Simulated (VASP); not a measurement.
# Ti12H (a cell with a defect) in VASP: further runs

Ti12H (a cell with a defect) is run at these levels: PBE+D3(BJ); tasks: single point.

Everything below comes from runs of VASP 6.6.1. Logs are shortened: lines on timing, memory, paths and dates and some standing lists are left out, and cuts for length are marked.

### Step 1. The cell of the first run

The cell holds a defect, 13 atoms: a = 5.900 Å, b = 8.850 Å, c = 4.685 Å, α = 90.00°, β = 90.00°, γ = 120.00°.

### Step 2. Single point, PBE+D3(BJ)

Input file INCAR:

```
SYSTEM = Ti12H
ALGO = Normal
EDIFF = 1E-7
ENCUT = 520
GGA = PE
ISIF = 2
ISMEAR = -1
IVDW = 12
LASPH = .True.
LCHARG = .True.
LELF = .True.
LREAL = .False.
LVHAR = .True.
LWAVE = .False.
NBANDS = 84
NELM = 60
PREC = Accurate
SIGMA = 0.15
```

Input file KPOINTS:

```
k-points
0
Gamma
  3 2 4
  0 0 0
```

Input file POSCAR:

```
Ti12H
1.0
    5.9000000000      0.0000000000      0.0000000000
   -4.4250000000      7.6643250000      0.0000000000
    0.0000000000      0.0000000000      4.6846000000
Ti H
12 1
Direct
    0.0404581549      0.0044752799      0.0626307476
    0.1891563302      0.2617451635      0.5210903812
   -0.0388741798      0.3336366869      0.0198522819
    0.1683241201      0.5523643635      0.5020492678
   -0.0225617676      0.6710701856     -0.0476668232
    0.1828023832      0.8773636295      0.4954531870
    0.5035584783     -0.0167920854     -0.0092003586
    0.6352246077      0.2167966520      0.5211757674
    0.5106160447      0.3536123533      0.0854501985
    0.7103509321      0.5630893784      0.4963497417
    0.4811728515      0.6545129545     -0.0553515775
    0.6480866765      0.8598669811      0.3909832216
    0.8302851671      0.0921542341      0.9361738462
```

Potentials or basis: VASP PAW PBE potentials, release 64 (Ti_sv, H).

On the command line:

```console
$ cat potpaw_PBE.64/Ti_sv/POTCAR potpaw_PBE.64/H/POTCAR > POTCAR
$ mpirun -np 1 vasp_std > vasp.out
```

OUTCAR:

```text
SYSTEM = Ti12H
   EDIFF = 1E-7
   ENCUT = 520
   GGA = PE
   ISIF = 2
   ISMEAR = -1
   IVDW = 12
   LASPH = .True.
   LREAL = .False.
   NELM = 60
   PREC = Accurate
 IVDW          = 12

 ion  position               nearest neighbor table
   1  0.040  0.004  0.063-  13 1.86  12 2.53   6 2.65   5 2.83   7 2.85
   2  0.189  0.262  0.521-   9 2.62   4 2.64   8 2.85  10 2.89   3 2.92
   3  0.961  0.334  0.020-   9 2.77   4 2.82   8 2.87   8 2.88   2 2.92
   4  0.168  0.552  0.502-  11 2.62   2 2.64  10 2.75   3 2.82  12 2.83   5 2.83   6 2.83
   5  0.977  0.671  0.952-  10 2.54   6 2.68   4 2.83   1 2.83   9 2.85  11 2.86  10 2.90
   6  0.183  0.877  0.495-   1 2.65   5 2.68  10 2.78   4 2.83   7 2.84   8 2.85  12 2.87   7 2.88

   7  0.504  0.983  0.991-  13 1.69  12 2.52   6 2.84   8 2.85   1 2.85  11 2.85   6 2.88
   8  0.635  0.217  0.521-   9 2.66   7 2.85   2 2.85   6 2.85   3 2.87  10 2.87   3 2.88
   9  0.511  0.354  0.085-  10 2.52   2 2.62   8 2.66   3 2.77  11 2.83   5 2.85
  10  0.710  0.563  0.496-   9 2.52   5 2.54   4 2.75   6 2.78  11 2.83  12 2.87   8 2.87   2 2.89
                             5 2.90
  11  0.481  0.655  0.945-   4 2.62  12 2.62  10 2.83   9 2.83   7 2.85   5 2.86
  12  0.648  0.860  0.391-   7 2.52   1 2.53  11 2.62   4 2.83   6 2.87  10 2.87
  13  0.830  0.092  0.936-   7 1.69   1 1.86

  LATTYP: Found a simple monoclinic cell.
 ALAT       =     5.9000000000
 B/A-ratio  =     0.7940000000
 C/A-ratio  =     1.3228756849
 COS(beta)  =    -0.1889822323

  Lattice vectors:

 A1 = (   5.9000000000,   0.0000000000,   0.0000000000)
 A2 = (   0.0000000000,   0.0000000000,   4.6846000000)
 A3 = (  -1.4750000000,  -7.6643250000,   0.0000000000)

Analysis of symmetry for initial positions (statically):
=====================================================================
 Subroutine PRICEL returns:
 Original cell was already a primitive cell.

 Routine SETGRP: Setting up the symmetry group for a
 simple monoclinic supercell.

 Subroutine GETGRP returns: Found  1 space group operations
 (whereof  1 operations were pure point group operations)
 out of a pool of  4 trial point group operations.

The static configuration has the point symmetry C_1 .

Analysis of symmetry for dynamics (positions and initial velocities):
=====================================================================
 Subroutine PRICEL returns:
 Original cell was already a primitive cell.

 Routine SETGRP: Setting up the symmetry group for a
 simple monoclinic supercell.

 Subroutine GETGRP returns: Found  1 space group operations
 (whereof  1 operations were pure point group operations)
 out of a pool of  4 trial point group operations.

The dynamic configuration has the point symmetry C_1 .

 Subroutine INISYM returns: Found  1 space group operations
 (whereof  1 operations are pure point group operations),
 and found     1 'primitive' translations

----------------------------------------------------------------------------------------

                                     Primitive cell

  volume of cell :     211.8354

  direct lattice vectors                    reciprocal lattice vectors
     5.900000000  0.000000000  0.000000000     0.169491525  0.097855976  0.000000000
    -4.425000000  7.664325000  0.000000000     0.000000000  0.130474634  0.000000000
     0.000000000  0.000000000  4.684600000     0.000000000  0.000000000  0.213465397

  length of vectors
     5.900000000  8.850000153  4.684600000     0.195711955  0.130474634  0.213465397

  position of ions in fractional coordinates (direct lattice)
     0.040458155  0.004475280  0.062630748
     0.189156330  0.261745164  0.521090381
     0.961125820  0.333636687  0.019852282
     0.168324120  0.552364363  0.502049268
     0.977438232  0.671070186  0.952333177
     0.182802383  0.877363630  0.495453187
     0.503558478  0.983207915  0.990799641
     0.635224608  0.216796652  0.521175767
     0.510616045  0.353612353  0.085450198
     0.710350932  0.563089378  0.496349742
[... 54 lines left out ...]
|        whereas your k-lattice is hexagonal.                                 |
|                                                                             |
|     Results are often still useful ...                                      |
|                                                                             |
 -----------------------------------------------------------------------------

 Subroutine IBZKPT returns following result:
 ===========================================

 Found     14 irreducible k-points:

 Following reciprocal coordinates:
            Coordinates               Weight
  0.000000  0.000000  0.000000      1.000000
  0.333333 -0.000000  0.000000      2.000000
  0.000000  0.500000  0.000000      1.000000
  0.333333  0.500000  0.000000      2.000000
  0.000000  0.000000  0.250000      2.000000
  0.333333 -0.000000  0.250000      2.000000
 -0.333333  0.000000  0.250000      2.000000
  0.000000  0.500000  0.250000      2.000000
  0.333333  0.500000  0.250000      2.000000
 -0.333333  0.500000  0.250000      2.000000
  0.000000  0.000000  0.500000      1.000000
  0.333333 -0.000000  0.500000      2.000000
  0.000000  0.500000  0.500000      1.000000
  0.333333  0.500000  0.500000      2.000000
   k-points           NKPTS =     14   k-points in BZ     NKDIM =     14   number of bands    NBANDS=     84
   number of dos      NEDOS =    301   number of ions     NIONS =     13
   total plane-waves  NPLWV = 120960
   dimension x,y,z NGX =    48 NGY =   70 NGZ =   36
   dimension x,y,z NGXF=    96 NGYF=  140 NGZF=   72
   ions per type =              12   1
   NGX,Y,Z   is equivalent  to a cutoff of  13.53, 13.15, 12.78 a.u.
   NGXF,Y,Z  is equivalent  to a cutoff of  27.05, 26.30, 25.55 a.u.
 SYSTEM =  Ti12H
   PREC   = accura    normal or accurate (medium, high low for compatibility)
   ISTART =      0    job   : 0-new  1-cont  2-samecut
   ICHARG =      2    charge: 1-file 2-atom 10-const
   ISPIN  =      1    spin polarized calculation?
   LNONCOLLINEAR =      F non collinear calculations
   LSORBIT =      F    spin-orbit coupling
   LASPH  =      T    aspherical Exc in radial PAW
   ENCUT  =  520.0 eV  38.22 Ry    6.18 a.u.  10.97 16.46  8.71*2*pi/ulx,y,z
   NELM   =     60;   NELMIN=  2; NELMDL= -5     # of ELM steps
   EDIFF  = 0.1E-06   stopping-criterion for ELM
   LREAL  =      F    real-space projection
   EDIFFG = 0.1E-05   stopping-criterion for IOM
   NSW    =      0    number of steps for IOM
   IBRION =     -1    ionic relax: 0-MD 1-quasi-New 2-CG
   NFREE  =      0    steps in history (QN), initial steepest desc. (CG)
   ISIF   =      2    stress and relaxation
   ISYM   =      2    0-nonsym 1-usesym 2-fastsym
   POTIM  = 0.5000    time-step for ionic-motion
   TEBEG  =    0.0;   TEEND  =   0.0 temperature during run
   PSTRESS=    0.0 pullay stress
   NELECT =     145.0000    total number of electrons
   NUPDOWN=      -1.0000    fix difference up-down
   EMIN   =  10.00;   EMAX   =-10.00  energy-range for DOS
   EFERMI =   0.00;   METHOD = LEGACY
   ISMEAR =    -1;   SIGMA  =   0.15  broadening in eV -4-tet -1-fermi 0-gaus
   EFERMI_NEDOS =   21; number of points for ismear=-14 and -15
   IALGO  =     38    algorithm
   IMIX   =      4    mixing-type and parameters
     AMIX     =   0.40;   BMIX     =  1.00
     AMIX_MAG =   1.60;   BMIX_MAG =  1.00
  volume/ion in A,a.u.               =      16.30       109.96
  Fermi-wavevector in a.u.,A,eV,Ry     =   1.442773  2.726446 28.321806  2.081594
  Thomas-Fermi vector in A             =   2.561256
   LORBIT       =      0    0 simple, 1 ext, 2 COOP (PROOUT), +10 PAW based schemes
   GGA     = PE    functional components
   LHFCALC =     F    Hartree Fock is set to
   AEXX    =    0.0000 exact exchange contribution
   IVDW    =    12    specifies the selected vdW correction
   LEPSILON=     F    determine dielectric tensor
   LRPA    =     F    only Hartree local field effects (RPA)
 non-spin polarized calculation
  energy-cutoff  :      520.00
  volume of cell :      211.84
 maximum number of plane-waves:      5706
 NGX is ok and might be reduce to    48
   NGX = 21   NGY = 33   NGZ = 17

 number of electron     144.9999999 magnetization

 Free energy of the ion-electron system (eV)
  ---------------------------------------------------
  ext. energy  EPLUGINS =         0.00000000
  ---------------------------------------------------
  free energy    TOTEN  =       -96.05236793 eV

  energy without entropy =      -94.70799896  energy(sigma->0) =      -95.38018344

 E-fermi :   8.0574     XC(G=0): -11.4250

 val. band max:        8.0384322122   @ k =  -0.3333   0.0000   0.2500
 cond. band min:       8.0578849346   @ k =   0.3333  -0.0000   0.0000
 fundamental gap:      0.0194527224
 Fermi energy:         8.0574442837

 k-point     1 :       0.0000    0.0000    0.0000
  band No.  band energies     occupation
      1     -48.6809      2.00000
      2     -48.6194      2.00000
      3     -48.5785      2.00000
      4     -48.5458      2.00000
      5     -48.5042      2.00000
      6     -48.4601      2.00000
[... 1207 lines left out ...]
     83       8.9071      0.00691
     84       9.0507      0.00266

------------------------ aborting loop because EDIFF is reached ----------------------------------------

 Edisp (eV)   -7.29272

 E8    (eV) :    -3.4333

  FORCE on cell =-STRESS in cart. coord.  units (eV):
  Direction    XX          YY          ZZ          XY          YZ          ZX
  --------------------------------------------------------------------------------------
  -------------------------------------------------------------------------------------
  Total      -3.18715    -4.46635    -1.73516     1.52968     0.06295     1.26762
  in kB     -24.10542   -33.78042   -13.12357    11.56948     0.47614     9.58744
  external pressure =      -23.67 kB  Pullay stress =        0.00 kB

 VOLUME and BASIS-vectors are now :
 -----------------------------------------------------------------------------
  energy-cutoff  :      520.00
  volume of cell :      211.84
      direct lattice vectors                 reciprocal lattice vectors
     5.900000000  0.000000000  0.000000000     0.169491525  0.097855976  0.000000000
    -4.425000000  7.664325000  0.000000000     0.000000000  0.130474634  0.000000000
     0.000000000  0.000000000  4.684600000     0.000000000  0.000000000  0.213465397

 POSITION                                       TOTAL-FORCE (eV/Angst)
 -----------------------------------------------------------------------------------
      0.21890      0.03430      0.29340         0.001572      0.902784     -1.388547
     -0.04220      2.00610      2.44110        -0.189644     -1.236876      0.851864
      4.19430      2.55710      0.09300         0.464745     -0.093330      0.139010
     -1.45110      4.23350      2.35190        -0.189047     -0.063434     -0.844269
      2.79740      5.14330      4.46130         0.619672      0.134611      1.662700
     -2.80380      6.72440      2.32100         0.043647      0.302990      0.229817
     -1.37970      7.53563      4.64150        -1.473876     -0.095316     -0.474044
      2.78850      1.66160      2.44150         0.343806     -0.248067      0.352839
      1.44790      2.71020      0.40030        -0.303563     -0.670537     -1.961149
      1.69940      4.31570      2.32520        -0.900722     -0.014410     -0.331455
     -0.05730      5.01640      4.42530         0.109689     -0.239941     -0.062633
      0.01880      6.59030      1.83160         0.422538      0.245827      2.410445
      4.49090      0.70630      4.38560         1.051184      1.075700     -0.584580
 -----------------------------------------------------------------------------------
    total drift:                                0.000197     -0.000181     -0.000077

  FREE ENERGIE OF THE ION-ELECTRON SYSTEM (eV)
  ---------------------------------------------------
  free  energy   TOTEN  =      -103.3450877945 eV

  energy  without entropy=     -102.0007188235  energy(sigma->0) =     -102.67290331
```

Run time: 22 min. Hardware: 1 thread of Oxide Virtual Turin-like, shared host; peak memory 0.41 GiB.

Results:

```yaml
Free_energy: -103.3451 eV
Pressure: -2.4 GPa
Largest_force: 2.460 eV/Å
Band_gap_on_the_k_mesh: zero (an odd number of electrons rules out a gap without spin polarisation)
Dispersion_energy_per_atom: -0.561 eV
```

Forces in eV/Å, atoms in the order of the input:
```
Ti   0.002  0.903 -1.389
Ti  -0.190 -1.237  0.852
Ti   0.465 -0.093  0.139
Ti  -0.189 -0.063 -0.844
Ti   0.620  0.135  1.663
Ti   0.044  0.303  0.230
Ti  -1.474 -0.095 -0.474
Ti   0.344 -0.248  0.353
Ti  -0.304 -0.671 -1.961
Ti  -0.901 -0.014 -0.331
Ti   0.110 -0.240 -0.063
Ti   0.423  0.246  2.410
H    1.051  1.076 -0.585
```

Stress tensor (GPa, compression positive):
```
-2.41  1.16  0.96
 1.16 -3.38  0.05
 0.96  0.05 -1.31
```

Caveat: the k points lie up to 0.41 Å⁻¹ apart, too coarse for converged energies and pressures of a metal.

### Step 3. Single point, PBE+D3(BJ)

Input file INCAR:

```
ALGO     = Normal         # electronic algorithm
EDIFF    = 1E-6           # SCF threshold, eV
ENCUT    = 520            # plane-wave cutoff, eV
GGA      = PE             # functional
ISIF     = 2              # what is computed and relaxed
ISMEAR   = -1             # smearing method
IVDW     = 12             # dispersion correction
LASPH    = T              # aspherical terms in the spheres
LCHARG   = F              # write CHGCAR
LREAL    = F              # projectors in reciprocal space
LWAVE    = F              # write WAVECAR
NBANDS   = 84             # bands
NELM     = 100            # most SCF steps
PREC     = Accurate       # precision mode
SIGMA    = 0.15           # smearing width, eV
```

Input file KPOINTS:

```
k-points
0
Gamma
  3 2 4
```

Input file POSCAR:

```
Ti12H
1.0
    5.9000000000      0.0000000000      0.0000000000
   -4.4250000000      7.6643250000      0.0000000000
    0.0000000000      0.0000000000      4.6846000000
Ti H
12 1
Direct
    0.0348363946      0.0117818595      0.0231609956
    0.1006863258      0.2229941971      0.5007684754
    0.1030183802      0.4043408911      0.0487128037
    0.1668162338      0.5452013061      0.5473039320
   -0.0168644219      0.6531299234     -0.0393203262
    0.1892817363      0.8613022021      0.4725270034
    0.5686533693      0.0273344358      0.0152414294
    0.6350794171      0.2171228386      0.4866370661
    0.4421063734      0.3279610403     -0.0410493959
    0.6230275100      0.5194717082      0.4603808223
    0.5653974125      0.6903151941      0.0172266576
    0.6770608628      0.8873579865      0.5044614268
    0.7319524596      0.3066936749      1.9218716646
```

Potentials or basis: VASP PAW PBE potentials, release 64 (Ti_sv, H).

On the command line:

```console
$ cat potpaw_PBE.64/Ti_sv/POTCAR potpaw_PBE.64/H/POTCAR > POTCAR
$ mpirun -np 1 vasp_std > vasp.out
```

Run time: 17 min. Hardware: 1 thread of Oxide Virtual Turin-like, shared host; peak memory 0.4 GiB.

Results (log left out):

| Property | Result |
| --- | --- |
| Free energy | -103.3440 eV |
| Pressure | -3.9 GPa |
| Largest force | 2.581 eV/Å |
| Band gap on the k mesh | zero (an odd number of electrons rules out a gap without spin polarisation) |
| Dispersion energy per atom | -0.561 eV |

Forces in eV/Å, atoms in the order of the input:
```
Ti   0.335 -0.515 -0.231
Ti   0.987 -0.737  0.160
Ti  -2.111 -1.463  0.257
Ti   0.269  0.365 -0.451
Ti   0.278  0.495  0.425
Ti  -1.027  0.683  0.032
Ti  -0.232 -0.129 -0.627
Ti  -0.458  0.445  0.567
Ti   1.552  0.338  0.013
Ti   0.055  0.865  0.186
Ti  -0.827  0.700 -0.385
Ti   0.571 -0.188  0.255
H    0.607 -0.859 -0.201
```

Stress tensor (GPa, compression positive):
```
-4.39 -2.17 -0.35
-2.17 -3.32 -0.30
-0.35 -0.30 -4.01
```

Levels at points of the mesh, in eV from the Fermi level:
```
           k point  band 71  band 72  band 73  band 74  band 75  band 76
(0.00, 0.00, 0.00)    -0.12    -0.01     0.07     0.23     0.31     0.37
(0.00, 0.50, 0.00)    -0.11    -0.09     0.02     0.08     0.26     0.44
(0.00, 0.00, 0.50)    -0.15     0.01     0.12     0.21     0.27     0.35
(0.00, 0.50, 0.50)    -0.20    -0.04     0.05     0.13     0.22     0.28
```

Caveat: the k points lie up to 0.41 Å⁻¹ apart, too coarse for converged energies and pressures of a metal; the atoms stand as in a frame of molecular dynamics.

### Step 4. Single point, PBE+D3(BJ)

Input file INCAR:

```
PREC = Accurate
ENCUT = 520
EDIFF = 1E-6
ISMEAR = -1
SIGMA = 0.15
LREAL = False
LASPH = True
NELM = 80
ALGO = Normal
ISIF = 2
LWAVE = False
LCHARG = False
GGA = PE
IVDW = 12
NBANDS = 84
```

Input file KPOINTS:

```
regular mesh
0
Gamma
  3 2 4
```

Input file POSCAR:

```
Ti12H
1.0
    5.9000000000      0.0000000000      0.0000000000
   -4.4250000000      7.6643250000      0.0000000000
    0.0000000000      0.0000000000      4.6846000000
Ti H
12 1
Direct
    0.0142213542     -0.0052189854     -0.0339409982
    0.1444845699      0.1719003304      0.4398667976
    0.0441903057      0.3382424414      0.0743713444
    0.1833874659      0.5678386551      0.5660461939
    0.0710584799      0.6915807980      0.0692054818
    0.1231606618      0.8792424643      0.5209409555
    0.4747241241      0.0138694536      0.0370148999
    0.5868587890      0.2142523967      0.4299193101
    0.5351476638      0.3424567721     -0.0719378389
    0.6163713437      0.5622804357      0.4648209025
    0.5158900203      0.7087121175      0.0102249925
    0.6622797092      0.8893672959      0.5214959655
    0.8289136225      0.5292181634      1.8844511805
```

On the command line:

```console
$ cat potpaw_PBE.64/Ti_sv/POTCAR potpaw_PBE.64/H/POTCAR > POTCAR
$ mpirun -np 1 vasp_std > vasp.out
```

It took 17 min on 1 thread of Oxide Virtual Turin-like, shared host; peak memory 0.4 GiB.

The run converged. Its results:

* Free energy: -102.1500 eV
* Pressure: -0.8 GPa
* Largest force: 2.561 eV/Å
* Band gap on the k mesh: zero (an odd number of electrons rules out a gap without spin polarisation)
* Dispersion energy per atom: -0.561 eV

Forces in eV/Å, atoms in the order of the input:
```
Ti  -0.574  0.379  0.815
Ti  -1.487  1.876  0.912
Ti  -0.374  0.635 -1.239
Ti  -1.070 -0.846 -0.189
Ti  -1.039 -0.222  0.235
Ti   1.043 -0.593 -0.049
Ti   1.434  0.029 -0.939
Ti   2.008  0.725  1.195
Ti  -0.977 -0.483  0.526
Ti   1.006 -0.768  0.587
Ti   1.301 -0.778  0.235
Ti  -1.365  0.332 -0.690
H    0.095 -0.287 -1.400
```

Stress tensor (GPa, compression positive):
```
-2.45 -1.50  0.66
-1.50  0.01  1.15
 0.66  1.15 -0.03
```

Levels at points of the mesh, in eV from the Fermi level:
```csv
k point,band 69,band 70,band 71,band 72,band 73,band 74,band 75,band 76
"(0.00, 0.00, 0.00)",-0.40,-0.33,-0.21,0.06,0.10,0.21,0.32,0.42
"(0.00, 0.50, 0.00)",-0.42,-0.17,-0.09,0.01,0.16,0.24,0.33,0.38
"(0.00, 0.00, 0.50)",-0.39,-0.29,-0.16,-0.05,0.05,0.14,0.19,0.35
"(0.00, 0.50, 0.50)",-0.39,-0.31,-0.30,-0.16,0.11,0.23,0.31,0.38
```

Caveat: the k points lie up to 0.41 Å⁻¹ apart, too coarse for converged energies and pressures of a metal; the atoms stand as in a frame of molecular dynamics.

### Step 5. The runs side by side

| cell | gap on the mesh (eV) | pressure (GPa) | largest force (eV/Å) |
| --- | --- | --- | --- |
| as given, atomic positions A | none | -2.4 | 2.46 |
| as given, atomic positions B | none | -3.9 | 2.58 |
| as given, atomic positions C | none | -0.8 | 2.56 |

Alike in all rows: task single point; level PBE+D3(BJ); potentials or basis VASP PAW PBE potentials, release 64 (Ti_sv, H); no spin polarisation; k mesh 3 × 2 × 4; cutoff (eV) 520; smearing fermi-dirac 0.15 eV.

Caveats: all runs use coarse meshes; the atoms stand as in a frame of molecular dynamics (at least some runs).

Absolute energies hang on the potentials; compare differences alone.

The gap in the log of VASP goes by the Fermi energy; the results here count the filled bands.